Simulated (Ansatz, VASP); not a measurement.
# Be2CdS3 in VASP and in Ansatz

```
CELL_PARAMETERS angstrom
3.46081 0.00000 0.00000
0.00000 3.46081 0.00000
0.00000 0.00000 10.83763
ATOMIC_POSITIONS crystal
Be 0.00000 0.50000 0.57272
Be 0.50000 0.00000 0.42728
Cd 0.00000 0.00000 0.00000
S 0.50000 0.50000 0.00000
S 0.00000 0.50000 0.38446
S 0.50000 0.00000 0.61554
```

Change from the starting cell: species swapped into the Hf2CuSb3 type (P-4m2, No. 115).

Alike in both runs: functional PBE; k mesh 6 × 6 × 2; occupations gaussian, width 0.1 eV; no spin polarisation.

Ansatz relaxed the structure, and its values are those at the end. VASP's run is a single point on that final structure, the one shown.

|  | VASP | Ansatz |
| --- | --- | --- |
| version | VASP 6.6.1 | Ansatz 0.2.0 |
| potentials or method | VASP PAW PBE potentials, release 64 (Be, Cd_sv_GW, S), cutoff 600 eV | scalar-relativistic, plane waves, PAW |
| valence electrons in the cell | 42 | 42 |

|  | VASP | Ansatz | Ansatz less VASP |
| --- | --- | --- | --- |
| gap on the k mesh at the Fermi level (eV) | none | none | - |
| pressure (GPa) | -0.2 | 0.0 | +0.14 |
| rms of the force components (eV/Å) | 0.010 | 0.009 | -0.0007 |

A gap of «none» marks a metal or a gap that the smearing closes. The functional is the same, so the differences come from potentials, cutoffs and numerics.
